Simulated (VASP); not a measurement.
# Ta2Mo: relaxation of cell and atoms with PBE

Crystal: Ta2Mo.

```
Ta Mo
1.0
     5.39560    0.00000    0.00000
     0.00000    5.39560    0.00000
     0.00000    0.00000    5.39560
Ta Mo
4 2
Direct
  0.25000 0.25000 0.25000
  0.25000 0.75000 0.75000
  0.75000 0.75000 0.25000
  0.75000 0.25000 0.75000
  0.00000 0.00000 0.00000
  0.50000 0.50000 0.50000
```

| Property | Result |
| --- | --- |
| Program | VASP 6.6.1 |
| Task | relaxation of cell and atoms |
| Functional | PBE |
| Potentials or basis | VASP PAW PBE potentials, release 64 (Ta_pv, Mo_sv) |
| Cutoff | 600 eV |
| k mesh | 8 × 8 × 8 |
| Occupations | gaussian, width 0.1 eV |
| Spin | no spin polarisation |
| Dipole correction | no |
| Further INCAR settings | ALGO = Fast; EDIFF = 1e-07; IBRION = 2; EDIFFG = -0.01; NSW = 100; ISIF = 3 |

The relaxed volume is 26.45 Å³/atom. The relaxed cell is a = 5.414 Å, b = 5.414 Å, c = 5.414 Å, α = 90.00°, β = 90.00°, γ = 90.00° and the space group after relaxing (to 0.05 Å) is Pn-3m (No. 224). The energy gained by relaxing is 0.8 meV/atom, the ionic steps are 3 and the pressure after relaxing is 0.0 GPa. The band gap on the k mesh is zero (band 36 reaches 4.29 eV, above the bottom of band 37 at 3.79 eV).

Step by step:
| step | energy change (eV) | largest force (eV/Å) | pressure (GPa) | volume (Å³) |
| --- | --- | --- | --- | --- |
| 1 | 0.0000 | 0.0000 | 1.02 | 157.08 |
| 2 | 0.0043 | 0.0000 | -1.31 | 160.90 |
| 3 | -0.0050 | 0.0000 | 0.00 | 158.68 |

Final structure:
```xyz
6
Lattice="5.4138 0.0000 0.0000 0.0000 5.4138 0.0000 0.0000 0.0000 5.4138" Properties=species:S:1:pos:R:3 pbc="T T T"
Ta    1.3535    1.3535    1.3535
Ta    1.3535    4.0604    4.0604
Ta    4.0604    4.0604    1.3535
Ta    4.0604    1.3535    4.0604
Mo    0.0000    0.0000    0.0000
Mo    2.7069    2.7069    2.7069
```

Levels at points of the mesh, in eV from the Fermi level:
```
           k point  band 34  band 35  band 36  band 37  band 38  band 39
(0.00, 0.00, 0.00)     0.06     0.09     0.09     0.09     0.36     0.36
(0.50, 0.00, 0.00)    -0.43     0.24     0.24     0.66     0.66     0.75
(0.50, 0.50, 0.00)    -0.59    -0.46    -0.46    -0.26    -0.26     0.19
(0.50, 0.50, 0.50)    -0.61    -0.46     0.07     0.07     0.07     0.27
```

It took 11 min on 1 thread of Intel(R) Xeon(R) 6975P-C (Granite Rapids), on a shared host, peak memory 0.5 GiB.

Caveat: spin-orbit coupling is left out, which moves the levels of the heavy elements.
